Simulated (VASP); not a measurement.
# AlN (I-4m2) in VASP: notebook, part 2 of 3

VASP 6.6.1. Earlier steps stand in the parts before.

### Step 4. Single point, PBEsol (in-plane strain -0.01, then relaxed in part)

The input, INCAR:

```
PREC = Accurate
ENCUT = 520
EDIFF = 1E-6
ISMEAR = 0
SIGMA = 0.01
LREAL = False
LASPH = True
NELM = 60
ALGO = Normal
ISIF = 2
LWAVE = False
LCHARG = False
GGA = PS
NBANDS = 11
```

The input, KPOINTS:

```
regular mesh
0
Gamma
  10 10 10
```

The input, POSCAR:

```
AlN
1.0
    2.1667926856      2.1667926856      0.0000000000
   -2.1667926856      2.1667926856      0.0000000000
    0.0000000000      2.1667926856      2.2124689765
Al N
1 1
Direct
    0.0000000000      0.0000000000      0.0000000000
    0.2500000000      0.7500000000      0.5000000000
```

Potentials or basis: VASP PAW PBE potentials, release 64 (Al, N).

Started as:

```
$ cat potpaw_PBE.64/Al/POTCAR potpaw_PBE.64/N/POTCAR > POTCAR
$ mpirun -np 1 vasp_std > vasp.out
```

OUTCAR:

```text
PREC = Accurate
   ENCUT = 520
   EDIFF = 1E-6
   ISMEAR = 0
   LREAL = False
   LASPH = True
   NELM = 60
   ISIF = 2
   GGA = PS

 ion  position               nearest neighbor table
   1  0.000  0.000  0.000-   2 1.89   2 1.89   2 1.89   2 1.89
   2  0.250  0.750  0.500-   1 1.89   1 1.89   1 1.89   1 1.89

  LATTYP: Found a body centered tetragonal cell.
 ALAT       =     3.0643076028
 C/A-ratio  =     1.4440253808

  Lattice vectors:

 A1 = (   2.1667926856,   0.0000000000,  -2.2124689765)
 A2 = (  -2.1667926856,   0.0000000000,  -2.2124689765)
 A3 = (   0.0000000000,   2.1667926856,   2.2124689765)

Analysis of symmetry for initial positions (statically):
=====================================================================
 Subroutine PRICEL returns:
 Original cell was already a primitive cell.

 Routine SETGRP: Setting up the symmetry group for a
 body centered tetragonal supercell.

 Subroutine GETGRP returns: Found  8 space group operations
 (whereof  8 operations were pure point group operations)
 out of a pool of 16 trial point group operations.

The static configuration has the point symmetry D_2d.

Analysis of symmetry for dynamics (positions and initial velocities):
=====================================================================
 Subroutine PRICEL returns:
 Original cell was already a primitive cell.

 Routine SETGRP: Setting up the symmetry group for a
 body centered tetragonal supercell.

 Subroutine GETGRP returns: Found  8 space group operations
 (whereof  8 operations were pure point group operations)
 out of a pool of 16 trial point group operations.

The dynamic configuration has the point symmetry D_2d.

 Subroutine INISYM returns: Found  8 space group operations
 (whereof  8 operations are pure point group operations),
 and found     1 'primitive' translations

----------------------------------------------------------------------------------------

                                     Primitive cell

  volume of cell :      20.7750

  direct lattice vectors                    reciprocal lattice vectors
     2.166792686  2.166792686  0.000000000     0.230755809  0.230755809 -0.225991869
    -2.166792686  2.166792686  0.000000000    -0.230755809  0.230755809 -0.225991869
     0.000000000  2.166792686  2.212468976     0.000000000  0.000000000  0.451983739

  length of vectors
     3.064307603  3.064307603  3.096774050     0.396949382  0.396949382  0.451983739

  position of ions in fractional coordinates (direct lattice)
     0.000000000  0.000000000  0.000000000
     0.250000000  0.750000000  0.500000000

  ion indices of the primitive-cell ions
   primitive index   ion index
                 1           1
                 2           2

----------------------------------------------------------------------------------------

 KPOINTS: regular mesh

Automatic generation of k-mesh.
 Grid dimensions read from file:
 generate k-points for:   10   10   10

 Generating k-lattice:

  Cartesian coordinates                     Fractional coordinates (reciprocal lattice)
     0.023075581  0.023075581 -0.022599187     0.100000000  0.000000000  0.000000000
    -0.023075581  0.023075581 -0.022599187     0.000000000  0.100000000  0.000000000
     0.000000000  0.000000000  0.045198374     0.000000000  0.000000000  0.100000000

  Length of vectors
     0.039694938  0.039694938  0.045198374

  Shift w.r.t. Gamma in fractional coordinates (k-lattice)
     0.000000000  0.000000000  0.000000000

 Subroutine IBZKPT returns following result:
 ===========================================

 Found    102 irreducible k-points:

 Following reciprocal coordinates:
            Coordinates               Weight
  0.000000  0.000000  0.000000      1.000000
  0.100000  0.000000 -0.000000      8.000000
  0.200000  0.000000 -0.000000      8.000000
  0.300000  0.000000 -0.000000      8.000000
  0.400000  0.000000 -0.000000      8.000000
  0.500000  0.000000 -0.000000      4.000000
[... 16 lines left out ...]
  0.300000  0.300000 -0.000000      8.000000
  0.400000  0.300000 -0.000000     16.000000
 [... further k-points ...]
   k-points           NKPTS =    102   k-points in BZ     NKDIM =    102   number of bands    NBANDS=     11
   number of dos      NEDOS =    301   number of ions     NIONS =      2
   total plane-waves  NPLWV =  13824
   dimension x,y,z NGX =    24 NGY =   24 NGZ =   24
   dimension x,y,z NGXF=    48 NGYF=   48 NGZF=   48
   ions per type =               1   1
   NGX,Y,Z   is equivalent  to a cutoff of  13.02, 13.02, 12.88 a.u.
   NGXF,Y,Z  is equivalent  to a cutoff of  26.04, 26.04, 25.77 a.u.
 SYSTEM =  unknown system
   PREC   = accura    normal or accurate (medium, high low for compatibility)
   ISTART =      0    job   : 0-new  1-cont  2-samecut
   ICHARG =      2    charge: 1-file 2-atom 10-const
   ISPIN  =      1    spin polarized calculation?
   LNONCOLLINEAR =      F non collinear calculations
   LSORBIT =      F    spin-orbit coupling
   LASPH  =      T    aspherical Exc in radial PAW
   ENCUT  =  520.0 eV  38.22 Ry    6.18 a.u.   5.70  5.70  5.76*2*pi/ulx,y,z
   NELM   =     60;   NELMIN=  2; NELMDL= -5     # of ELM steps
   EDIFF  = 0.1E-05   stopping-criterion for ELM
   LREAL  =      F    real-space projection
   EDIFFG = 0.1E-04   stopping-criterion for IOM
   NSW    =      0    number of steps for IOM
   IBRION =     -1    ionic relax: 0-MD 1-quasi-New 2-CG
   NFREE  =      0    steps in history (QN), initial steepest desc. (CG)
   ISIF   =      2    stress and relaxation
   ISYM   =      2    0-nonsym 1-usesym 2-fastsym
   POTIM  = 0.5000    time-step for ionic-motion
   TEBEG  =    0.0;   TEEND  =   0.0 temperature during run
   PSTRESS=    0.0 pullay stress
   NELECT =       8.0000    total number of electrons
   NUPDOWN=      -1.0000    fix difference up-down
   EMIN   =  10.00;   EMAX   =-10.00  energy-range for DOS
   EFERMI =   0.00;   METHOD = LEGACY
   ISMEAR =     0;   SIGMA  =   0.01  broadening in eV -4-tet -1-fermi 0-gaus
   EFERMI_NEDOS =   21; number of points for ismear=-14 and -15
   IALGO  =     38    algorithm
   IMIX   =      4    mixing-type and parameters
     AMIX     =   0.40;   BMIX     =  1.00
     AMIX_MAG =   1.60;   BMIX_MAG =  1.00
  volume/ion in A,a.u.               =      10.39        70.10
  Fermi-wavevector in a.u.,A,eV,Ry     =   1.191034  2.250728 19.300710  1.418562
  Thomas-Fermi vector in A             =   2.327105
   LORBIT       =      0    0 simple, 1 ext, 2 COOP (PROOUT), +10 PAW based schemes
   GGA     = PS    functional components
   LHFCALC =     F    Hartree Fock is set to
   AEXX    =    0.0000 exact exchange contribution
   IVDW    =     0    specifies the selected vdW correction
   LEPSILON=     F    determine dielectric tensor
   LRPA    =     F    only Hartree local field effects (RPA)
 non-spin polarized calculation
 Gauss-broadening in eV      SIGMA  =   0.01
  energy-cutoff  :      520.00
  volume of cell :       20.78
 maximum number of plane-waves:       568
   NGX = 11   NGY = 11   NGZ = 11

 number of electron       8.0000000 magnetization

 Free energy of the ion-electron system (eV)
  ---------------------------------------------------
  ext. energy  EPLUGINS =         0.00000000
  ---------------------------------------------------
  free energy    TOTEN  =       -15.60755707 eV

  energy without entropy =      -15.60755707  energy(sigma->0) =      -15.60755707

 E-fermi :   5.9875     XC(G=0): -11.1420

 val. band max:        5.9374320672   @ k =   0.0000   0.0000   0.0000
 cond. band min:       9.0645923670   @ k =   0.5000   0.5000  -0.0000
 fundamental gap:      3.1271602998
 Fermi energy:         5.9874594165

 k-point     1 :       0.0000    0.0000    0.0000
  band No.  band energies     occupation
      1      -9.0688      2.00000
      2       5.8467      2.00000
      3       5.9374      2.00000
      4       5.9374      2.00000
      5      10.0625      0.00000
      6      18.3976      0.00000
      7      18.3976      0.00000
      8      18.4175      0.00000
      9      23.1461      0.00000
     10      23.8586      0.00000
     11      24.3648      0.00000
[... 309 lines left out ...]
 k-point    24 :       0.4000    0.3000   -0.0000
  band No.  band energies     occupation
      1      -6.4387      2.00000
      2       1.3188      2.00000
      3       2.5792      2.00000
      4       4.6527      2.00000
      5      11.5544      0.00000
      6      15.8769      0.00000
      7      18.6101      0.00000
      8      19.3282      0.00000
      9      21.5141      0.00000
     10      25.0738      0.00000
     11      30.0357      0.00000

 [... further k-points ...]
[... 5 lines left out ...]
  --------------------------------------------------------------------------------------
  -------------------------------------------------------------------------------------
  Total        0.3685126      0.3685126     -0.0029422      0.0000000      0.0000000     -0.0000000
  in kB       28.4198014     28.4198014     -0.2269028      0.0000000      0.0000000     -0.0000000
  external PRESSURE =      18.8709000 kB  Pullay stress =       0.0000000 kB

 VOLUME and BASIS-vectors are now :
 -----------------------------------------------------------------------------
  energy-cutoff  :      520.00
  volume of cell :       20.78
      direct lattice vectors                 reciprocal lattice vectors
     2.166792686  2.166792686  0.000000000     0.230755809  0.230755809 -0.225991869
    -2.166792686  2.166792686  0.000000000    -0.230755809  0.230755809 -0.225991869
     0.000000000  2.166792686  2.212468976     0.000000000  0.000000000  0.451983739

 POSITION                                       TOTAL-FORCE (eV/Angst)
 -----------------------------------------------------------------------------------
      0.00000      0.00000      0.00000        -0.000000     -0.000000      0.000000
     -1.08340      3.25019      1.10623         0.000000      0.000000      0.000000
 -----------------------------------------------------------------------------------
    total drift:                               -0.000000     -0.000000      0.000000

  FREE ENERGIE OF THE ION-ELECTRON SYSTEM (eV)
  ---------------------------------------------------
  free  energy   TOTEN  =       -15.6075570701 eV

  energy  without entropy=      -15.6075570701  energy(sigma->0) =      -15.60755707
```

stdout:

```text
POSCAR found type information on POSCAR AlN
 POSCAR found :  2 types and       2 ions
 scaLAPACK will be used
 -----------------------------------------------------------------------------
|                                                                             |
|                                                                             |
|     You enforced a specific xc type in the INCAR file but a different       |
|     I HOPE YOU KNOW WHAT YOU ARE DOING!                                     |
|                                                                             |
 -----------------------------------------------------------------------------

 LDA part: xc-table for (Slater+PW92), standard interpolation
 POSCAR, INCAR and KPOINTS ok, starting setup
 FFT: planning ... GRIDC
 FFT: planning ... GRID_SOFT
 FFT: planning ... GRID
 WAVECAR not read
 entering main loop
```

Wall time 7.9 s (1 thread of Intel Xeon Platinum 8559C (Emerald Rapids), shared host); peak memory 0.14 GiB.

What came out:

* Free energy: -15.6076 eV
* Pressure: 1.9 GPa
* Band gap on the k mesh: 3.13 eV, indirect (least direct gap 4.13 eV)

Caveat: the cell differs from its parent crystal (in-plane strain -0.01, then relaxed in part); the PAW data sets were made with another functional, which shifts forces and pressure a little. A k mesh can miss the band edges.

### Step 5. Single point, PBEsol (in-plane strain -0.01)

The input, INCAR:

```
ALGO     = Normal         # electronic algorithm
EDIFF    = 1E-6           # SCF threshold, eV
ENCUT    = 520            # plane-wave cutoff, eV
GGA      = PS             # functional
ISIF     = 2              # what is computed and relaxed
ISMEAR   = 0              # smearing method
LASPH    = T              # aspherical terms in the spheres
LCHARG   = F              # write CHGCAR
LREAL    = F              # projectors in reciprocal space
LWAVE    = F              # write WAVECAR
NBANDS   = 11             # bands
NELM     = 60             # most SCF steps
PREC     = Accurate       # precision mode
SIGMA    = 0.01           # smearing width, eV
```

The input, KPOINTS:

```
k-points
0
Gamma
  10 10 10
```

POSCAR, as its differences from that of step 4:

```diff
@@ -4,3 +4,3 @@
    -2.1667926856      2.1667926856      0.0000000000
-    0.0000000000      2.1667926856      2.2124689765
+    0.0000000000      2.1667926856      2.2018115573
 Al N
```

Potentials or basis: VASP PAW PBE potentials, release 64 (Al, N).

Started as:

```
$ cat potpaw_PBE.64/Al/POTCAR potpaw_PBE.64/N/POTCAR > POTCAR
$ mpirun -np 1 vasp_std > vasp.out
```

OUTCAR:

```text
EDIFF = 1E-6
   ENCUT = 520
   GGA = PS
   ISIF = 2
   ISMEAR = 0
   LASPH = T
   LREAL = F
   NELM = 60
   PREC = Accurate

 ion  position               nearest neighbor table
   1  0.000  0.000  0.000-   2 1.89   2 1.89   2 1.89   2 1.89
   2  0.250  0.750  0.500-   1 1.89   1 1.89   1 1.89   1 1.89

  LATTYP: Found a body centered tetragonal cell.
 ALAT       =     3.0643076028
 C/A-ratio  =     1.4370695391

  Lattice vectors:

 A1 = (   2.1667926856,   0.0000000000,  -2.2018115573)
[... 513 lines left out ...]
      6      15.9826      0.00000
      7      18.6944      0.00000
      8      19.4269      0.00000
      9      21.6342      0.00000
     10      25.1793      0.00000
     11      30.1541      0.00000

 [... further k-points ...]
[... 5 lines left out ...]
  --------------------------------------------------------------------------------------
  -------------------------------------------------------------------------------------
  Total        0.4699317      0.4699317      0.1914991      0.0000000      0.0000000      0.0000000
  in kB       36.4166864     36.4166864     14.8399473      0.0000000      0.0000000      0.0000000
  external PRESSURE =      29.2244401 kB  Pullay stress =       0.0000000 kB

 VOLUME and BASIS-vectors are now :
 -----------------------------------------------------------------------------
  energy-cutoff  :      520.00
  volume of cell :       20.67
      direct lattice vectors                 reciprocal lattice vectors
     2.166792686  2.166792686  0.000000000     0.230755809  0.230755809 -0.227085737
    -2.166792686  2.166792686  0.000000000    -0.230755809  0.230755809 -0.227085737
     0.000000000  2.166792686  2.201811557     0.000000000  0.000000000  0.454171474

 POSITION                                       TOTAL-FORCE (eV/Angst)
 -----------------------------------------------------------------------------------
      0.00000      0.00000      0.00000        -0.000000     -0.000000      0.000000
     -1.08340      3.25019      1.10091         0.000000      0.000000      0.000000
 -----------------------------------------------------------------------------------
    total drift:                               -0.000000      0.000000      0.000000

  FREE ENERGIE OF THE ION-ELECTRON SYSTEM (eV)
  ---------------------------------------------------
  free  energy   TOTEN  =       -15.6070419899 eV

  energy  without entropy=      -15.6070419899  energy(sigma->0) =      -15.60704199
```

OSZICAR:

```text
N       E                     dE             d eps       ncg     rms          rms(c)
DAV:   1     0.100267982533E+02    0.10027E+02   -0.38153E+03  2324   0.598E+02
DAV:   2    -0.169866467240E+02   -0.27013E+02   -0.25801E+02  2686   0.137E+02
DAV:   3    -0.178496952433E+02   -0.86305E+00   -0.86187E+00  2724   0.232E+01
DAV:   4    -0.178542682389E+02   -0.45730E-02   -0.45726E-02  2595   0.184E+00
DAV:   5    -0.178543222030E+02   -0.53964E-04   -0.53964E-04  2727   0.191E-01    0.833E+00
DAV:   6    -0.156491726268E+02    0.22051E+01   -0.10793E+01  2651   0.163E+01    0.286E+00
DAV:   7    -0.156253665778E+02    0.23806E-01   -0.15501E-01  2535   0.304E+00    0.203E+00
DAV:   8    -0.156082296509E+02    0.17137E-01   -0.26968E-02  2541   0.153E+00    0.554E-01
DAV:   9    -0.156070255144E+02    0.12041E-02   -0.34308E-03  2700   0.360E-01    0.230E-01
DAV:  10    -0.156070393072E+02   -0.13793E-04   -0.25819E-04  2523   0.108E-01    0.127E-02
DAV:  11    -0.156070420375E+02   -0.27303E-05   -0.21381E-06  2730   0.125E-02    0.146E-02
DAV:  12    -0.156070419899E+02    0.47605E-07   -0.21195E-07  1494   0.384E-03
   1 F= -.15607042E+02 E0= -.15607042E+02  d E =-.843604-118
```

stdout:

```text
POSCAR found type information on POSCAR AlN
 POSCAR found :  2 types and       2 ions
 scaLAPACK will be used
 -----------------------------------------------------------------------------
|                                                                             |
|                                                                             |
|     You enforced a specific xc type in the INCAR file but a different       |
|     I HOPE YOU KNOW WHAT YOU ARE DOING!                                     |
|                                                                             |
 -----------------------------------------------------------------------------

 LDA part: xc-table for (Slater+PW92), standard interpolation
 POSCAR, INCAR and KPOINTS ok, starting setup
 FFT: planning ... GRIDC
 FFT: planning ... GRID_SOFT
 FFT: planning ... GRID
 WAVECAR not read
 entering main loop
```

Wall time 9.2 s (1 thread of Intel Xeon Platinum 8559C (Emerald Rapids), shared host); peak memory 0.14 GiB.

Results:

```
Free energy            : -15.6070 eV
Pressure               : 2.9 GPa
Band gap on the k mesh : 3.14 eV, indirect (least direct gap 4.18 eV)
```

Stress tensor (GPa, compression positive):
```
3.64 0.00 0.00
0.00 3.64 0.00
0.00 0.00 1.48
```

Levels at points of the mesh, in eV from the valence-band top:
```
           k point  band 1  band 2  band 3  band 4  band 5  band 6  band 7  band 8  band 9
(0.00, 0.00, 0.00)  -15.03   -0.07    0.00    0.00    4.18   12.52   12.52   12.53   17.34
(0.50, 0.00, 0.00)  -12.92   -5.97   -0.58   -0.44    7.32    9.79   10.93   11.21   17.90
(0.50, 0.50, 0.00)  -12.24   -4.94   -1.87   -1.86    3.14    8.42   14.05   15.41   15.90
(0.00, 0.00, 0.50)  -12.31   -5.10   -1.73   -1.73    3.22    8.67   13.76   15.79   15.79
```

Caveat: the cell differs from its parent crystal (in-plane strain -0.01); the PAW data sets were made with another functional, which shifts forces and pressure a little. A k mesh can miss the band edges.

(Continued in part 3 of 3.)
